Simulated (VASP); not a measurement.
Runs of VASP 6.6.1 on KNaICl. The structure is that of space group Pmmm (No. 47), or close to it. The cells are those of the table. 

| cell | gap on the mesh (eV) | pressure (GPa) |
| --- | --- | --- |
| a = 4.285, b = 4.736, c = 6.819 Å, 4 atoms | 3.38 | -2.0 |
| a = 4.680, b = 4.341, c = 6.819 Å, 4 atoms | (a) | -2.0 |
| a = 4.849, b = 4.172, c = 6.819 Å, 4 atoms | 3.16 | -2.0 |
| a = 4.792, b = 4.229, c = 6.819 Å, 4 atoms | (b) | -2.0 |
| a = 4.059, b = 4.961, c = 6.819 Å, 4 atoms | 2.91 | -2.0 |

Alike in all rows: task single point; level LDA; potentials or basis VASP PAW LDA potentials, release 64 (K_sv, Na_pv, I, Cl); no spin polarisation; k mesh 6 × 6 × 4; cutoff (eV) 520; smearing gaussian 0.05 eV.

Problem. Estimate the missing entries.

Solution. (a) 3.47; (b) 3.28.

Caveats: spin-orbit coupling is left out, which moves the levels of the heavy elements.

A k mesh can miss the band edges, and the runs leave out spin-orbit coupling on I.
